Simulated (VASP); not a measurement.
A run of VASP 6.6.1:

The input INCAR:

```
SYSTEM = LiC18
PREC = Accurate
ENCUT = 520
EDIFF = 1E-7
ISMEAR = -1
SIGMA = 0.05
LREAL = Auto
LASPH = .TRUE.
NELM = 150
ALGO = Normal
ISIF = 2
LWAVE = .FALSE.
LCHARG = .FALSE.
ISPIN = 2
MAGMOM = 0 0 0 0 0 0 0 0 0 0 0 0 0 0 0 0 0 0 0
LORBIT = 11
NBANDS = 56
```

The input KPOINTS:

```
regular mesh
0
G
  2 2 1
  0 0 0
```

The input POSCAR:

```
LiC18
1.0
    7.3980000000      0.0000000000      0.0000000000
   -3.6990000000      6.4068560000      0.0000000000
    0.0000000000      0.0000000000     12.0000000000
C Li
18 1
Direct
    0.0075839163      0.0090659131      0.0854488333
    0.2293218904      0.1206713558      0.0855009167
    0.0075812934      0.3424061661      0.0854498333
    0.2293183420      0.4525358460      0.0855008333
    0.0066077094      0.6752486711      0.0855002500
    0.2286954608      0.7862914353      0.0844692500
    0.3403632892      0.0096254700      0.0844728333
    0.5636964885      0.1212924093      0.0844790000
    0.3409271100      0.3424078831      0.0854470000
    0.5631373244      0.4535141729      0.0854488333
    0.3403615229      0.6746235595      0.0844692500
    0.5636955807      0.7862922157      0.0844713333
    0.6753624419      0.0096259382      0.0844779167
    0.8974500638      0.1206697950      0.0855053333
    0.6747398408      0.3433796545      0.0855055833
    0.8964758973      0.4535116756      0.0854500000
    0.6747423572      0.6752519488      0.0854996667
    0.8964785685      0.7868562989      0.0854465833
    0.4520030088      0.8979305919      0.2199560000
```

Potentials or basis: VASP PAW LDA potentials, release 64 (C, Li_sv).

Run with:

```console
$ cat potpaw_LDA.64/C/POTCAR potpaw_LDA.64/Li_sv/POTCAR > POTCAR
$ mpirun -np 1 vasp_std > vasp.out
```

Hardware: 1 thread of Intel(R) Xeon(R) 6975P-C (Granite Rapids), on a shared host.

Task: How long does it take, and how much memory?

Result: Run time: 4.6 min on 1 thread of Intel(R) Xeon(R) 6975P-C (Granite Rapids), with other jobs on the host, peak memory 0.55 GiB. Counts: scf iterations 26, k points 3.
